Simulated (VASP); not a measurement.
# CuO (P1) in VASP: settings compared, part 2 of 3

VASP 6.6.1.

## (3) Relaxation of cell and atoms, PBEsol

Input file INCAR:

```
PREC = Accurate
ENCUT = 600
EDIFF = 1E-6
ISMEAR = -1
SIGMA = 0.05
LREAL = False
LASPH = True
NELM = 100
ALGO = Normal
ISIF = 3
LWAVE = False
LCHARG = False
GGA = PS
IBRION = 2
NSW = 80
EDIFFG = -0.005
```

Input file KPOINTS:

```
regular mesh
0
Gamma
  9 9 9
```

Input file POSCAR:

```
CuO
1.0
    0.0000000000      2.1165600000      2.1165600000
    2.1165600000      0.0000000000      2.1165600000
    2.1165600000      2.1165600000      0.0000000000
Cu O
1 1
Direct
    0.0294977200      0.0281008700      0.9080259900
    0.4705022800      0.4718991300      0.5919740100
```

Potentials or basis: VASP PAW PBE potentials, release 64 (Cu, O).

Launch:

```
> cat potpaw_PBE.64/Cu/POTCAR potpaw_PBE.64/O/POTCAR > POTCAR
> mpirun -np 1 vasp_std > vasp.out
```

OUTCAR:

```text
PREC = Accurate
   ENCUT = 600
   EDIFF = 1E-6
   ISMEAR = -1
   LREAL = False
   LASPH = True
   NELM = 100
   ISIF = 3
   GGA = PS
   IBRION = 2
   NSW = 80
   EDIFFG = -0.005

 ion  position               nearest neighbor table
   1  0.029  0.028  0.908-   2 1.88   2 1.89   2 1.91
   2  0.471  0.472  0.592-   1 1.88   1 1.89   1 1.91

  LATTYP: Found a face centered cubic cell.
 ALAT       =     4.2331200000

  Lattice vectors:

 A1 = (   0.0000000000,   2.1165600000,   2.1165600000)
 A2 = (   2.1165600000,   0.0000000000,   2.1165600000)
 A3 = (   2.1165600000,   2.1165600000,   0.0000000000)

Analysis of symmetry for initial positions (statically):
=====================================================================
 Subroutine PRICEL returns:
 Original cell was already a primitive cell.

 Routine SETGRP: Setting up the symmetry group for a
 face centered cubic supercell.

 Subroutine GETGRP returns: Found  1 space group operations
 (whereof  1 operations were pure point group operations)
 out of a pool of 48 trial point group operations.

The static configuration has the point symmetry C_1 .

Analysis of symmetry for dynamics (positions and initial velocities):
=====================================================================
 Subroutine PRICEL returns:
 Original cell was already a primitive cell.

 Routine SETGRP: Setting up the symmetry group for a
 face centered cubic supercell.

 Subroutine GETGRP returns: Found  1 space group operations
 (whereof  1 operations were pure point group operations)
 out of a pool of 48 trial point group operations.

The dynamic configuration has the point symmetry C_1 .

 Subroutine INISYM returns: Found  1 space group operations
 (whereof  1 operations are pure point group operations),
 and found     1 'primitive' translations

----------------------------------------------------------------------------------------

                                     Primitive cell

  volume of cell :      18.9636

  direct lattice vectors                    reciprocal lattice vectors
     0.000000000  2.116560000  2.116560000    -0.236232377  0.236232377  0.236232377
     2.116560000  0.000000000  2.116560000     0.236232377 -0.236232377  0.236232377
     2.116560000  2.116560000  0.000000000     0.236232377  0.236232377 -0.236232377

  length of vectors
     2.993267858  2.993267858  2.993267858     0.409166479  0.409166479  0.409166479

  position of ions in fractional coordinates (direct lattice)
     0.029497720  0.028100870  0.908025990
     0.470502280  0.471899130  0.591974010

  ion indices of the primitive-cell ions
   primitive index   ion index
                 1           1
                 2           2

----------------------------------------------------------------------------------------

 KPOINTS: regular mesh

Automatic generation of k-mesh.
 Grid dimensions read from file:
 generate k-points for:    9    9    9

 Generating k-lattice:

  Cartesian coordinates                     Fractional coordinates (reciprocal lattice)
    -0.026248042  0.026248042  0.026248042     0.111111111  0.000000000  0.000000000
[... 64 lines left out ...]
   NFREE  =      1    steps in history (QN), initial steepest desc. (CG)
   ISIF   =      3    stress and relaxation
   ISYM   =      2    0-nonsym 1-usesym 2-fastsym
   POTIM  = 0.5000    time-step for ionic-motion
   TEBEG  =    0.0;   TEEND  =   0.0 temperature during run
   PSTRESS=    0.0 pullay stress
   NELECT =      17.0000    total number of electrons
   NUPDOWN=      -1.0000    fix difference up-down
   EMIN   =  10.00;   EMAX   =-10.00  energy-range for DOS
   EFERMI =   0.00;   METHOD = LEGACY
   ISMEAR =    -1;   SIGMA  =   0.05  broadening in eV -4-tet -1-fermi 0-gaus
   EFERMI_NEDOS =   21; number of points for ismear=-14 and -15
   IALGO  =     38    algorithm
   IMIX   =      4    mixing-type and parameters
     AMIX     =   0.40;   BMIX     =  1.00
     AMIX_MAG =   1.60;   BMIX_MAG =  1.00
  volume/ion in A,a.u.               =       9.48        63.99
  Fermi-wavevector in a.u.,A,eV,Ry     =   1.578522  2.982973 33.902055  2.491731
  Thomas-Fermi vector in A             =   2.679040
   LORBIT       =      0    0 simple, 1 ext, 2 COOP (PROOUT), +10 PAW based schemes
   GGA     = PS    functional components
   LHFCALC =     F    Hartree Fock is set to
   AEXX    =    0.0000 exact exchange contribution
   IVDW    =     0    specifies the selected vdW correction
   LEPSILON=     F    determine dielectric tensor
   LRPA    =     F    only Hartree local field effects (RPA)
 conjugate gradient relaxation of ions
 non-spin polarized calculation
  energy-cutoff  :      600.00
  volume of cell :       18.96
 maximum number of plane-waves:       642
   NGX = 11   NGY = 11   NGZ = 11

--------------------------------------- Ionic step        1  -------------------------------------------

 number of electron      17.0000002 magnetization

 Free energy of the ion-electron system (eV)
  ---------------------------------------------------
  ext. energy  EPLUGINS =         0.00000000
  ---------------------------------------------------
  free energy    TOTEN  =       -10.07519698 eV

  energy without entropy =      -10.05101699  energy(sigma->0) =      -10.06310698

------------------------ aborting loop because EDIFF is reached ----------------------------------------

  FORCE on cell =-STRESS in cart. coord.  units (eV):
  Direction    XX          YY          ZZ          XY          YZ          ZX
  --------------------------------------------------------------------------------------
  -------------------------------------------------------------------------------------
  Total        1.3360621      1.2351233      0.9184971     -0.4525606      0.3482246      0.3708709
  in kB      112.8796011    104.3516069     77.6008761    -38.2353917     29.4203842     31.3336974
  external PRESSURE =      98.2773614 kB  Pullay stress =       0.0000000 kB
[... 89 lines left out ...]
  FREE ENERGIE OF THE ION-ELECTRON SYSTEM (eV)
  ---------------------------------------------------
  free  energy   TOTEN  =       -10.1495482376 eV

  energy  without entropy=      -10.1270092743  energy(sigma->0) =      -10.13827876

[... ionic steps 4 to 13 ...]

--------------------------------------- Ionic step       14  -------------------------------------------

 number of electron      16.9999989 magnetization

------------------------ aborting loop because EDIFF is reached ----------------------------------------
[... 67 lines left out ...]
--------------------------------------- Ionic step       16  -------------------------------------------

 number of electron      16.9999988 magnetization

 Free energy of the ion-electron system (eV)
  ---------------------------------------------------
  ext. energy  EPLUGINS =         0.00000000
  ---------------------------------------------------
  free energy    TOTEN  =       -10.48698195 eV

  energy without entropy =      -10.47861640  energy(sigma->0) =      -10.48279918

 E-fermi :   6.7003     XC(G=0): -12.9320

 val. band max:        6.6584459056   @ k =   0.3333  -0.3333  -0.3333
 cond. band min:       6.7202236268   @ k =   0.0000   0.1111   0.3333
 fundamental gap:      0.0617777212
 Fermi energy:         6.7003382503

 k-point     1 :       0.0000    0.0000    0.0000
  band No.  band energies     occupation
      1     -13.2580      2.00000
      2       4.0439      2.00000
      3       4.0461      2.00000
      4       4.0467      2.00000
      5       4.1047      2.00000
      6       4.1096      2.00000
      7       4.1102      2.00000
      8       4.3004      2.00000
      9       4.3006      2.00000
     10       8.1917      0.00000
     11      24.7041      0.00000
     12      25.4227      0.00000
[... 331 lines left out ...]
 k-point    24 :       0.1111    0.1111   -0.1111
  band No.  band energies     occupation
      1     -12.7717      2.00000
      2       1.2973      2.00000
      3       2.6266      2.00000
      4       2.8009      2.00000
      5       4.0490      2.00000
      6       4.4182      2.00000
      7       4.7933      2.00000
      8       5.3917      2.00000
      9       5.9955      2.00000
     10      10.7391      0.00000
     11      20.1636      0.00000
     12      22.2248      0.00000

 [... further k-points ...]

------------------------ aborting loop because EDIFF is reached ----------------------------------------

  FORCE on cell =-STRESS in cart. coord.  units (eV):
  Direction    XX          YY          ZZ          XY          YZ          ZX
  --------------------------------------------------------------------------------------
  -------------------------------------------------------------------------------------
  Total       -0.0070997      0.0030151      0.0079890     -0.0024313      0.0054837      0.0049691
  in kB       -0.6253156      0.2655577      0.7036422     -0.2141437      0.4829887      0.4376635
  external PRESSURE =       0.1146281 kB  Pullay stress =       0.0000000 kB
[... 17 lines left out ...]
  FREE ENERGIE OF THE ION-ELECTRON SYSTEM (eV)
  ---------------------------------------------------
  free  energy   TOTEN  =       -10.4869819548 eV

  energy  without entropy=      -10.4786164042  energy(sigma->0) =      -10.48279918

 reached required accuracy - stopping structural energy minimisation
```

OSZICAR:

```text
N       E                     dE             d eps       ncg     rms          rms(c)
DAV:   1     0.114799369235E+03    0.11480E+03   -0.88507E+03  8956   0.246E+03
DAV:   2    -0.297838102095E+01   -0.11778E+03   -0.10754E+03  9044   0.366E+02
DAV:   3    -0.127981130058E+02   -0.98197E+01   -0.91944E+01 10540   0.117E+02
DAV:   4    -0.129910646410E+02   -0.19295E+00   -0.19179E+00  9552   0.163E+01
[... 134 lines left out ...]
DAV:   5    -0.104869817019E+02    0.17146E-06   -0.63550E-06  9240   0.307E-02
  15 F= -.10486982E+02 E0= -.10482799E+02  d E =-.204869E-04
       N       E                     dE             d eps       ncg     rms          rms(c)
DAV:   1    -0.104869842880E+02   -0.24146E-05   -0.11779E-04 10528   0.142E-01    0.117E-02
DAV:   2    -0.104869825348E+02    0.17532E-05   -0.34886E-06  9764   0.633E-02    0.618E-03
DAV:   3    -0.104869819548E+02    0.58004E-06   -0.11280E-06  4700   0.477E-02
  16 F= -.10486982E+02 E0= -.10482799E+02  d E =-.207398E-04
```

Wall time 8.1 min (1 thread of Intel Xeon Platinum 8259CL at 2.50GHz (Skylake/Cascade Lake), shared host); peak memory 0.25 GiB.

Results:

| Quantity | Value |
| --- | --- |
| Free energy | -10.4870 eV |
| Relaxed volume | 9.10 Å³/atom |
| Relaxed cell | a = 2.951 Å, b = 2.951 Å, c = 2.953 Å, α = 60.01°, β = 60.02°, γ = 60.00° |
| Space group after relaxing (to 0.1 Å) | Fm-3m (No. 225) |
| Energy gained by relaxing | 205.9 meV/atom |
| Ionic steps | 16 |
| Pressure after relaxing | 0.0 GPa |
| Largest force after relaxing | 0.004 eV/Å |
| Band gap on the k mesh | zero (an odd number of electrons rules out a gap without spin polarisation) |

Forces in eV/Å, atoms in the order of the input:
```
Cu   0.001  0.001 -0.004
O   -0.001 -0.001  0.004
```

Stress tensor (GPa, compression positive):
```
-0.06 -0.02  0.04
-0.02  0.03  0.05
 0.04  0.05  0.07
```

The path:
| step | energy change (eV) | largest force (eV/Å) | pressure (GPa) | volume (Å³) |
| --- | --- | --- | --- | --- |
| 1 | 0.0000 | 0.9067 | 9.83 | 18.96 |
| 2 | -0.0684 | 0.6223 | -10.00 | 20.60 |
| 3 | -0.0744 | 0.6850 | -6.29 | 20.21 |
| 4 | -0.1748 | 0.9089 | -8.44 | 19.86 |
| 5 | -0.3565 | 0.1181 | -6.08 | 18.79 |
| 6 | -0.3577 | 0.0869 | -7.44 | 18.93 |
| 7 | -0.3378 | 0.3321 | 15.28 | 17.09 |
| 8 | -0.3839 | 0.0594 | 1.16 | 18.10 |
| 9 | -0.4002 | 0.0487 | 0.66 | 18.15 |
| 10 | -0.4111 | 0.0289 | 0.00 | 18.21 |
| 11 | -0.4117 | 0.0304 | 0.10 | 18.20 |
| 12 | -0.4117 | 0.0301 | -0.02 | 18.20 |
| 13 | -0.4118 | 0.0053 | 0.11 | 18.20 |
| 14 | -0.4118 | 0.0087 | -0.03 | 18.20 |
| 15 | -0.4118 | 0.0050 | 0.22 | 18.19 |
| 16 | -0.4118 | 0.0045 | 0.01 | 18.19 |

Final structure:
```xyz
2
Lattice="0.0001 2.0868 2.0867 2.0874 0.0002 2.0866 2.0881 2.0878 -0.0013" Properties=species:S:1:pos:R:3 pbc="T T T"
Cu    2.0880    2.0877   -0.0010
O     2.0878    2.0875    2.0856
```

Levels at points of the mesh, in eV from the Fermi level:
| k point | band 5 | band 6 | band 7 | band 8 | band 9 | band 10 | band 11 | band 12 |
| --- | --- | --- | --- | --- | --- | --- | --- | --- |
| (0.00, 0.00, 0.00) | -2.60 | -2.59 | -2.59 | -2.40 | -2.40 | 1.49 | 18.00 | 18.72 |

Caveat: the PAW data sets were made with another functional, which shifts forces and pressure a little; an odd number of electrons without spin polarisation forces a metal; a magnetic or distorted state may lie lower; semilocal functionals often make such compounds metallic where correlation or magnetic order opens a gap, which also shifts bond lengths. With open d or f shells a metallic result of PBEsol can be an artefact of self-interaction; +U or a hybrid may open a gap.

## (4) Relaxation of cell and atoms, LDA

Input file INCAR:

```
SYSTEM = CuO
PREC     = Accurate       ! precision mode
ENCUT    = 600            ! plane-wave cutoff, eV
EDIFF    = 1E-6           ! SCF threshold, eV
ISMEAR   = -1             ! smearing method
SIGMA    = 0.05           ! smearing width, eV
LREAL    = .FALSE.        ! projectors in reciprocal space
LASPH    = .TRUE.         ! aspherical terms in the spheres
NELM     = 100            ! most SCF steps
ALGO     = Normal         ! electronic algorithm
ISIF     = 3              ! what is computed and relaxed
LWAVE    = .FALSE.        ! write WAVECAR
LCHARG   = .FALSE.        ! write CHGCAR
GGA      = CA             ! functional
IBRION   = 2              ! ionic algorithm
NSW      = 80             ! ionic steps
EDIFFG   = -0.005         ! ionic threshold
```

Input file KPOINTS:

```
Automatic mesh
0
G
  9 9 9
  0 0 0
```

POSCAR is that of step 3.

Potentials or basis: VASP PAW LDA potentials, release 64 (Cu, O).

Launch:

```
> cat potpaw_LDA.64/Cu/POTCAR potpaw_LDA.64/O/POTCAR > POTCAR
> mpirun -np 1 vasp_std > vasp.out
```

OUTCAR:

```text
SYSTEM = CuO
   PREC = Accurate
   ENCUT = 600
   EDIFF = 1E-6
   ISMEAR = -1
   LREAL = .FALSE.
   LASPH = .TRUE.
   NELM = 100
   ISIF = 3
   GGA = CA
   IBRION = 2
   NSW = 80
   EDIFFG = -0.005

 ion  position               nearest neighbor table
   1  0.029  0.028  0.908-   2 1.88   2 1.89   2 1.91
   2  0.471  0.472  0.592-   1 1.88   1 1.89   1 1.91

  LATTYP: Found a face centered cubic cell.
 ALAT       =     4.2331200000

  Lattice vectors:

 A1 = (   0.0000000000,   2.1165600000,   2.1165600000)
 A2 = (   2.1165600000,   0.0000000000,   2.1165600000)
 A3 = (   2.1165600000,   2.1165600000,   0.0000000000)

Analysis of symmetry for initial positions (statically):
=====================================================================
 Subroutine PRICEL returns:
 Original cell was already a primitive cell.
[... 375 lines left out ...]
      5       4.3766      2.00000
      6       4.3782      2.00000
      7       4.3791      2.00000
      8       4.5303      2.00000
      9       4.5304      2.00000
     10       8.8835      0.00000
     11      25.2977      0.00000
     12      26.1028      0.00000
[... 331 lines left out ...]
 k-point    24 :       0.1111    0.1111   -0.1111
  band No.  band energies     occupation
      1     -12.4583      2.00000
      2       1.4685      2.00000
      3       2.8110      2.00000
      4       2.9888      2.00000
      5       4.2825      2.00000
      6       4.6684      2.00000
      7       5.0948      2.00000
      8       5.7075      2.00000
      9       6.3625      2.00000
     10      11.3889      0.00000
     11      20.7467      0.00000
     12      22.8481      0.00000

 [... further k-points ...]

------------------------ aborting loop because EDIFF is reached ----------------------------------------

  FORCE on cell =-STRESS in cart. coord.  units (eV):
  Direction    XX          YY          ZZ          XY          YZ          ZX
  --------------------------------------------------------------------------------------
  -------------------------------------------------------------------------------------
  Total       -0.0040049     -0.0026184     -0.0029068     -0.0004899      0.0000515      0.0002240
  in kB       -0.3656110     -0.2390380     -0.2653659     -0.0447251      0.0047001      0.0204492
  external PRESSURE =      -0.2900049 kB  Pullay stress =       0.0000000 kB
[... 17 lines left out ...]
  FREE ENERGIE OF THE ION-ELECTRON SYSTEM (eV)
  ---------------------------------------------------
  free  energy   TOTEN  =       -11.4276774916 eV

  energy  without entropy=      -11.4198142574  energy(sigma->0) =      -11.42374587

 reached required accuracy - stopping structural energy minimisation
```

CONTCAR:

```text
CuO
   1.00000000000000
     0.0005120831427521    2.0629844748245487    2.0626125434956246
     2.0631027463461842    0.0010169486207853    2.0622084363588704
     2.0624658390903146    2.0633236409175573   -0.0004763719045923
  Cu              O
     1     1
Direct
     0.9999667008120815    0.0000045600250740    0.0000452905228812
     0.5000332991879185    0.4999954399749260    0.4999547094771187

  0.00000000E+00  0.00000000E+00  0.00000000E+00
  0.00000000E+00  0.00000000E+00  0.00000000E+00
```

It took 16 min on 1 thread of Intel Xeon Platinum 8259CL at 2.50GHz (Skylake/Cascade Lake), shared host; peak memory 0.26 GiB.

What came out:

| Quantity | Value |
| --- | --- |
| Free energy | -11.4277 eV |
| Relaxed volume | 8.78 Å³/atom |
| Relaxed cell | a = 2.917 Å, b = 2.917 Å, c = 2.917 Å, α = 59.99°, β = 59.99°, γ = 59.99° |
| Space group after relaxing (to 0.1 Å) | Fm-3m (No. 225) |
| Energy gained by relaxing | 209.7 meV/atom |
| Ionic steps | 33 |
| Pressure after relaxing | 0.0 GPa |
| Band gap on the k mesh | zero (an odd number of electrons rules out a gap without spin polarisation) |

The path:
| step | energy change (eV) | largest force (eV/Å) | pressure (GPa) | volume (Å³) |
| --- | --- | --- | --- | --- |
| 1 | 0.0000 | 0.7356 | 2.37 | 18.96 |
| 2 | -0.0611 | 0.8154 | -6.26 | 19.35 |
| 3 | -0.1010 | 0.8251 | -15.16 | 19.85 |
| 4 | -0.1208 | 0.8300 | -15.61 | 19.80 |
| 5 | -0.1772 | 0.7577 | -16.61 | 19.63 |
| 6 | -0.2562 | 0.4076 | -16.81 | 19.30 |
| 7 | -0.2234 | 0.5949 | -9.98 | 18.60 |
| 8 | -0.2744 | 0.1860 | -15.33 | 19.04 |
| 9 | -0.3227 | 0.1876 | -10.84 | 18.53 |
| 10 | -0.3669 | 0.1939 | -0.54 | 17.61 |
| 11 | -0.3679 | 0.1978 | 1.73 | 17.44 |
| 12 | -0.3758 | 0.1671 | 1.57 | 17.45 |
| 13 | -0.3953 | 0.0989 | 1.25 | 17.46 |
| 14 | -0.4138 | 0.2063 | 1.15 | 17.47 |
| 15 | -0.4141 | 0.2405 | 1.22 | 17.47 |
| 16 | -0.4181 | 0.1030 | -0.90 | 17.62 |
| 17 | -0.4183 | 0.0704 | -1.35 | 17.66 |
| 18 | -0.4193 | 0.0173 | 0.34 | 17.52 |
| 19 | -0.4193 | 0.0164 | 0.18 | 17.54 |
| 20 | -0.4193 | 0.0168 | 0.27 | 17.54 |
| 21 | -0.4190 | 0.0400 | -0.66 | 17.60 |
| 22 | -0.4193 | 0.0173 | 0.07 | 17.54 |
| 23 | -0.4194 | 0.0062 | -0.03 | 17.55 |
| 24 | -0.4194 | 0.0116 | -0.16 | 17.56 |
| 25 | -0.4194 | 0.0108 | 0.09 | 17.54 |
| 26 | -0.4194 | 0.0110 | 0.30 | 17.54 |
| 27 | -0.4194 | 0.0113 | -0.02 | 17.55 |
| 28 | -0.4194 | 0.0111 | 0.03 | 17.55 |
| 29 | -0.4194 | 0.0109 | 0.09 | 17.55 |
| 30 | -0.4194 | 0.0109 | -0.12 | 17.54 |
| 31 | -0.4194 | 0.0108 | 0.31 | 17.54 |
| 32 | -0.4194 | 0.0110 | 0.09 | 17.54 |
| 33 | -0.4194 | 0.0018 | -0.03 | 17.55 |

Final structure:
```yaml
crystal:
  lattice:
    - [0.00051, 2.06298, 2.06261]
    - [2.06310, 0.00102, 2.06221]
    - [2.06247, 2.06332, -0.00048]
  atoms:
    - { symbol: Cu, position: [0.99997, 0.00000, 0.00005] }
    - { symbol: O, position: [0.50003, 0.50000, 0.49995] }
```

Caveat: an odd number of electrons without spin polarisation forces a metal; a magnetic or distorted state may lie lower; semilocal functionals often make such compounds metallic where correlation or magnetic order opens a gap, which also shifts bond lengths.

(Continued in part 3 of 3.)

The gap in the log of VASP goes by the Fermi energy; the results here count the filled bands.